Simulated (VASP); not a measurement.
# Ir: single point with PBEsol

Ir:

```
Ir
1.0
     0.00000    1.88992    1.88992
     1.88992    0.00000    1.88992
     1.88992    1.88992    0.00000
Ir
1
Cartesian
  0.0000 0.0000 0.0000
```

```yaml
Program: VASP 6.6.1
Task: single point
Functional: PBEsol
Potentials_or_basis: VASP PAW PBE potentials, release 64 (Ir_sv_GW)
Cutoff: 560 eV
k_mesh: 23 × 23 × 23
Occupations: fermi-dirac, width 0.1 eV
Spin: no spin polarisation
Dipole_correction: no
Further_INCAR_settings: ALGO = Normal; EDIFF = 1e-06; NBANDS = 14
```

| Item | Value |
| --- | --- |
| Pressure | 15.2 GPa |
| Band gap on the k mesh | zero (an odd number of electrons rules out a gap without spin polarisation) |

Levels at points of the mesh, in eV from the Fermi level:
| k point | band 6 | band 7 | band 8 | band 9 | band 10 | band 11 |
| --- | --- | --- | --- | --- | --- | --- |
| (0.00, 0.00, 0.00) | -4.16 | -4.16 | -4.16 | -1.24 | -1.24 | 13.46 |

Wall time 54 s on 1 thread of Intel(R) Xeon(R) Platinum 8259CL CPU @ 2.50GHz (Skylake/Cascade Lake), on a shared host, peak memory 0.21 GiB.

Caveat: the cell stands under pressure; the PAW data sets were made with another functional, which shifts forces and pressure a little; spin-orbit coupling is left out, which moves the levels of the heavy elements.
